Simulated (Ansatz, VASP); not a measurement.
Two plane-wave programs on BaRe2Te6

```
Ba Re Te
1.0
     5.68593    0.00000    0.00000
     0.00000    5.68593    0.00000
     0.00000    0.00000   11.37186
Ba Re Te
1 2 6
Direct
  0.50000 0.50000 0.00000
  0.00000 0.00000 0.75000
  0.00000 0.00000 0.25000
  0.50000 0.00000 0.75000
  0.50000 0.00000 0.25000
  0.00000 0.50000 0.75000
  0.00000 0.50000 0.25000
  0.00000 0.00000 0.00000
  0.00000 0.00000 0.50000
```

Change from the starting cell: ordered vacancies on the A sites of perovskite (P4/mmm, No. 123).

Alike in both runs: task single point; functional PBE; k mesh 4 × 4 × 2; occupations gaussian, width 0.1 eV; no spin polarisation.

|  | VASP | Ansatz |
| --- | --- | --- |
| version | VASP 6.6.1 | Ansatz 0.2.0 |
| potentials or method | VASP PAW PBE potentials, release 64 (Ba_sv, Re, Te), cutoff 520 eV | scalar-relativistic, plane waves, PAW |
| valence electrons in the cell | 60 | 136 |

Ansatz gave:

| Property | Result |
| --- | --- |
| gap on the k mesh at the Fermi level (eV) | none |
| pressure (GPa) | -5.9 |
| traceless stress, the component that is largest in VASP (GPa) | 0.10 |
| rms of the force components (eV/Å) | 0.359 |

Question: What did VASP give for the same quantities?

Answer: gap on the k mesh at the Fermi level (eV): none; pressure (GPa): -5.9; traceless stress, the component that is largest in VASP (GPa): 0.10; rms of the force components (eV/Å): 0.358.

Atom by atom the forces differ by 0.004 eV/Å (rms over components). A gap of «none» marks a metal or a gap that the smearing closes. The functional is the same, so the differences come from potentials, cutoffs and numerics. VASP's potentials hold 60 valence electrons a cell and Ansatz's 136, so a difference there can come from the potentials and not from the codes.

Spin-orbit coupling is off throughout.
